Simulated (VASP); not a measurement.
# BaTiO3: single point with PBE

BaTiO3:

```xyz
5
Lattice="3.9941 0.0000 0.0000 0.0000 3.9941 0.0000 0.0000 0.0000 3.9941" Properties=species:S:1:pos:R:3 pbc="T T T"
Ba    1.9970    1.9970    1.9970
Ti    0.0000    0.0000    0.0000
O     1.9970    0.0000    0.0000
O     0.0000    1.9970    0.0000
O     0.0000    0.0000    1.9970
```

| Item | Value |
| --- | --- |
| Program | VASP 6.6.1 |
| Task | single point |
| Functional | PBE |
| Potentials or basis | VASP PAW PBE potentials, release 64 (Ba_sv, Ti_sv, O_h) |
| Cutoff | 910 eV |
| k mesh | 6 × 6 × 6 |
| Occupations | gaussian, width 0.01 eV |
| Spin | no spin polarisation |
| Dipole correction | no |
| Second run | hard_potentials |
| Further INCAR settings | ALGO = Normal; EDIFF = 1e-06; NBANDS = 28 |

```yaml
Pressure: 4.5 GPa
Band_gap_on_the_k_mesh: 1.76 eV, indirect (least direct gap 1.90 eV)
```

Levels at points of the mesh, in eV from the valence-band top:
```
           k point  band 17  band 18  band 19  band 20  band 21  band 22  band 23  band 24
(0.00, 0.00, 0.00)    -1.10    -0.14    -0.14    -0.14     1.76     1.76     1.76     3.95
(0.50, 0.00, 0.00)    -1.84    -1.84    -0.71    -0.71     1.92     3.52     3.52     3.96
(0.50, 0.50, 0.00)    -1.71    -0.87    -0.87    -0.09     3.53     3.53     3.94     4.81
(0.50, 0.50, 0.50)    -2.40     0.00     0.00     0.00     4.20     4.20     4.20     6.76
```

Run time: 80 s on 1 thread of Intel(R) Xeon(R) Platinum 8488C (Sapphire Rapids), on a shared host, peak memory 0.29 GiB.

Caveat: the cutoff is under 1.25 times the usual one of these potentials, so pressure, stress and relaxed cells hold a basis-set (Pulay) error; spin-orbit coupling is left out, which moves the levels of the heavy elements. A hybrid or GW would open this gap; PBE tends to underestimate it.
